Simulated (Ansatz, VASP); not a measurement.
## CoNiO2, level by level in two programs

```
Ni Co O
1.0
     3.01433    0.00000    0.00000
     0.00000    3.01433    0.00000
     0.00000    0.00000    4.22229
Ni Co O
1 1 2
Direct
  0.00000 0.00000 0.00000
  0.50000 0.50000 0.50000
  0.00000 0.00000 0.50000
  0.50000 0.50000 0.00000
```

Single points on this cell with VASP 6.6.1 and Ansatz 0.2.0. Each row is one pair of runs. Alike in all rows: smearing: fermi-dirac, width 0.05 eV; VASP's potentials, cutoff: VASP PAW PBE potentials, release 64 (Ni, Co, O), 520 eV; Ansatz's potentials, cutoff: Ansatz PAW, 420 eV.

| level | spin | k mesh | gap on the k mesh at the Fermi level (eV), VASP | gap on the k mesh at the Fermi level (eV), Ansatz | pressure (GPa), VASP | pressure (GPa), Ansatz |
| --- | --- | --- | --- | --- | --- | --- |
| PBEsol | off | 9 × 9 × 6 | none | none | -23.8 | -23.8 |
| PBEsol | collinear, typed start | 9 × 9 × 6 | none | ? | -12.4 | ? |
| PBEsol | non-collinear, typed start | 6 × 6 × 5 | none | none | -13.5 | -13.0 |

**Question.** Fill in what Ansatz gave in row 2.

**Answer.** gap on the k mesh at the Fermi level (eV): none; pressure (GPa): -11.9.

VASP's potentials hold 31 valence electrons a cell and Ansatz's 47, so a difference there can come from the potentials and not from the codes.

A gap of «none» marks a metal or a gap that the smearing closes.
